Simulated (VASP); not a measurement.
Wanted: the native input for a VASP 6.6.1 run.

- Task: single point
- Functional: PBE
- Potentials or basis: VASP PAW PBE potentials, release 64 (Nd_3, S), 4f in core
- Cutoff: 500 eV
- k mesh: 4 × 4 × 4
- Occupations: gaussian, width 0.1 eV
- Spin: no spin polarisation
- Dipole correction: no
- Mended: yes
- Further INCAR settings: ALGO = Normal; EDIFF = 1e-06; NBANDS = 33

The structure of Nd4S lies in POSCAR:

```
Nd4S
1.0
    4.9660874300      0.0000000000      0.0000000000
    0.0000000000      4.9660874300      0.0000000000
    0.0000000000      0.0000000000      4.9660874300
Nd S
4 1
Direct
    0.0000000000      0.5000000000      0.5000000000
    0.5000000000      0.5000000000      0.0000000000
    0.5000000000      0.0000000000      0.5000000000
    0.0000000000      0.0000000000      0.0000000000
    0.5000000000      0.5000000000      0.5000000000
```

The cell was built from a structure type or drawn by symmetry, and may not be a known phase.

One way to write it, as run:

INCAR

```
ALGO = Normal ; EDIFF = 1E-6
ENCUT = 500 ; GGA = PE
GGA_COMPAT = False ; ISIF = 2
ISMEAR = 0 ; LASPH = True
LCHARG = True ; LELF = True
LMAXMIX = 6 ; LREAL = False
LVHAR = True ; LWAVE = False
NBANDS = 33 ; NELM = 200
PREC = Accurate ; SIGMA = 0.1
```

KPOINTS

```
k-points
0
Gamma
  4 4 4
```

Potentials or basis: VASP PAW PBE potentials, release 64 (Nd_3, S), 4f in core.

The run is started by

```sh
$ cat potpaw_PBE.64/Nd_3/POTCAR potpaw_PBE.64/S/POTCAR > POTCAR
$ mpirun -np 1 vasp_std > vasp.out
```

It gave:

```
Pressure               : 28.5 GPa
Band gap on the k mesh : zero (bands 25 and 26 overlap by 3.50 eV)
```

Caveat: the cell stands under pressure; spin-orbit coupling is left out, which moves the levels of the heavy elements; the 4f electrons are frozen in the core, so they carry no moment and show no levels; the run has no spin polarisation, though such a crystal can be magnetic.

It took 15 s on 1 thread of Intel(R) Xeon(R) 6975P-C (Granite Rapids), on a shared host, peak memory 0.21 GiB.
